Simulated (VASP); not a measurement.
Runs of VASP 6.6.1 on Ca. The structure is that of space group Fm-3m (No. 225), or close to it. The cells are those of the table. 

```csv
task,level,cell,k mesh,cutoff (eV),smearing,grid for exact exchange (PRECFOCK),share of exact exchange,screening parameter,gap on the mesh (eV),pressure (GPa)
single point,PBE,"a = 3.952 Å, angles 60.0°, 1 atom",7 × 7 × 7,520,fermi-dirac 0.05 eV,-,-,-,none,(a)
relaxation of cell and atoms,PBE,"relaxed to 20 GPa from a = 3.952 Å, angles 60.0°, 1 atom",8 × 8 × 8,600,fermi-dirac 0.05 eV,-,-,-,-,20.0
single point,HSE06,"a = 3.952 Å, angles 60.0°, 1 atom",4 × 4 × 4,520,gaussian 0.05 eV,Normal,0.25,0.2079 1/Å,none,0.0
single point,PBE,"a = 3.928, b = 3.875, c = 4.059 Å, angles 60.3, 59.8, 59.8°, 1 atom",6 × 6 × 6,520,gaussian 0.1 eV,-,-,-,none,-0.6
relaxation of cell and atoms,PBE,"relaxed to 30 GPa from a = 3.952 Å, angles 60.0°, 1 atom",8 × 8 × 8,600,fermi-dirac 0.05 eV,-,-,-,none,30.0
relaxation of cell and atoms,PBE,"relaxed to 5 GPa from a = 3.952 Å, angles 60.0°, 1 atom",8 × 8 × 8,600,fermi-dirac 0.05 eV,-,-,-,none,5.0
relaxation of cell and atoms,PBE,"relaxed to 10 GPa from a = 3.952 Å, angles 60.0°, 1 atom",8 × 8 × 8,600,fermi-dirac 0.05 eV,-,-,-,-,10.0
single point,PBE,"a = 3.291 Å, angles 60.0°, 1 atom",8 × 8 × 8,520,fermi-dirac 0.05 eV,-,-,-,-,20.0
```

Alike in all rows: potentials or basis VASP PAW PBE potentials, release 64 (Ca_sv); no spin polarisation.

Question: Estimate the missing entries.

Answer: (a) -0.5.

Caveats: some runs use coarse meshes; the cell is relaxed towards a set pressure, so the run minimises the enthalpy, not the energy (at least some runs); the PAW data sets were made with another functional, which shifts forces and pressure a little (at least some runs); the cell stands under pressure (at least some runs).

A gap of «none» marks levels without a gap at the run's occupations.
